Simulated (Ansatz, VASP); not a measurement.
## Al2Cu: VASP beside Ansatz

File INCAR:

```
SYSTEM = Al2Cu
PREC     = Accurate       ! precision mode
ENCUT    = 520            ! plane-wave cutoff, eV
EDIFF    = 1E-6           ! SCF threshold, eV
ISMEAR   = 0              ! smearing method
SIGMA    = 0.15           ! smearing width, eV
LREAL    = .False.        ! projectors in reciprocal space
LASPH    = .True.         ! aspherical terms in the spheres
NELM     = 80             ! most SCF steps
ALGO     = Fast           ! electronic algorithm
ISIF     = 2              ! what is computed and relaxed
LWAVE    = .False.        ! write WAVECAR
LCHARG   = .True.         ! write CHGCAR
LELF     = .True.         ! ELF
LVHAR    = .True.       
NBANDS   = 16             ! bands
```

File KPOINTS:

```
regular mesh
0
Gamma
  10 10 14
  0 0 0
```

File POSCAR:

```
Al2Cu
1.0
    4.1366000000      0.0000000000      0.0000000000
    0.0000000000      4.1366000000      0.0000000000
    0.0000000000      0.0000000000      2.8213781230
Al Cu
2 1
Direct
    0.5000000000      0.0000000000      0.5000000000
    0.0000000000      0.5000000000      0.5000000000
    0.0000000000      0.0000000000      0.0000000000
```

Input for Ansatz:

```yaml
crystal:
  lattice:
    - [4.1366, 0.0, 0.0]
    - [0.0, 4.1366, 0.0]
    - [0.0, 0.0, 2.821378123]
  atoms:
    - { symbol: Al, position: [0.5, 0.0, 0.5] }
    - { symbol: Al, position: [0.0, 0.5, 0.5] }
    - { symbol: Cu, position: [0.0, 0.0, 0.0] }
basis:
  ecutwfc: 520.0
kpoints:
  mp_grid: { grid: [10, 10, 14] }
hamiltonian:
  xc: lda
  pseudopotentials: { kind: paw, azcp: { folder: soft_1 } }
scf:
  occupations: { method: gaussian, width: 0.15 }
output:
  forces: true
  stress: true
  eigenvalues: true
```

Alike in both runs: task single point; functional LDA; k mesh 10 × 10 × 14; occupations gaussian, width 0.15 eV; no spin polarisation.

|  | VASP | Ansatz |
| --- | --- | --- |
| version | VASP 6.6.1 | Ansatz 0.2.0 |
| potentials or method | VASP PAW LDA potentials, release 64 (Al, Cu), cutoff 520 eV | scalar-relativistic, plane waves, PAW |
| valence electrons in the cell | 17 | 25 |

|  | VASP | Ansatz | Ansatz less VASP |
| --- | --- | --- | --- |
| gap on the k mesh at the Fermi level (eV) | none | none | - |
| pressure (GPa) | -4.1 | -4.2 | -0.15 |
| traceless stress, the component that is largest in VASP (GPa) | 0.91 | 0.95 | +0.038 |

Ansatz warns that its potentials were made for another functional, while VASP's fit it. LDA's correlation is that of Perdew and Zunger in VASP and of Perdew and Wang (1992) in Ansatz. A gap of «none» marks a metal or a gap that the smearing closes. VASP's potentials hold 17 valence electrons a cell and Ansatz's 25, so a difference there can come from the potentials and not from the codes.
